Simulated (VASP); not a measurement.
Write the native input for VASP 6.6.1 that does the following.

```
Task                   : single point
Functional             : r2SCAN
Potentials or basis    : VASP PAW PBE potentials, release 64 (Pt)
Cutoff                 : 520 eV
k mesh                 : 18 × 18 × 14
Occupations            : gaussian, width 0.1 eV
Spin                   : no spin polarisation
Dipole correction      : no
Further INCAR settings : ALGO = Normal; EDIFF = 1e-07; NBANDS = 17
```

Pt:

```xyz
2
Lattice="1.9701 1.9701 0.0000 -1.9701 1.9701 0.0000 0.0000 0.0000 3.9796" Properties=species:S:1:pos:R:3 pbc="T T T"
Pt    0.0000    0.0000    0.0000
Pt    0.0000    1.9701    1.9898
```

This cell differs from its parent crystal: strain along c alone, the other axes held: +1.0 %.

One way to write it, as run:

POSCAR

```
Pt
1.0
    1.9701103813      1.9701103813      0.0000000000
   -1.9701103813      1.9701103813      0.0000000000
    0.0000000000      0.0000000000      3.9796229703
Pt
2
Direct
    0.0000000000      0.0000000000      0.0000000000
    0.5000000000      0.5000000000      0.5000000000
```

INCAR.step1

```
SYSTEM = Pt
ALGO = Normal
EDIFF = 1E-4
ENCUT = 520
GGA = PE
ISMEAR = 0
LASPH = .True.
LCHARG = .False.
LREAL = .False.
LWAVE = .True.
NBANDS = 17
NELM = 80
PREC = Accurate
SIGMA = 0.1
```

INCAR.step2

```
SYSTEM = Pt
ALGO = Normal
EDIFF = 1E-7
ENCUT = 520
ISIF = 2
ISMEAR = 0
ISTART = 1
LASPH = .True.
LCHARG = .False.
LMIXTAU = .True.
LREAL = .False.
LWAVE = .False.
METAGGA = R2SCAN
NBANDS = 17
NELM = 80
PREC = Accurate
SIGMA = 0.1
```

KPOINTS

```
k-points
0
Gamma
  18 18 14
  0 0 0
```

Potentials or basis: VASP PAW PBE potentials, release 64 (Pt).

Launch:

```console
$ cat potpaw_PBE.64/Pt/POTCAR > POTCAR
$ cp INCAR.step1 INCAR
$ mpirun -np 1 vasp_std > vasp.out
$ cp INCAR.step2 INCAR
$ mpirun -np 1 vasp_std > vasp.out
```

Results of the run:

```
Pressure               : -2.0 GPa
Band gap on the k mesh : zero (bands 10 and 11 overlap by 1.70 eV)
```

Caveat: the cell differs from its parent crystal (strain along c alone, the other axes held: +1.0 %); the PAW data sets were made with another functional, which shifts forces and pressure a little; spin-orbit coupling is left out, which moves the levels of the heavy elements.

It took 7.1 min on 1 thread of Intel(R) Xeon(R) Platinum 8488C (Sapphire Rapids) (shared host), peak memory 0.3 GiB.
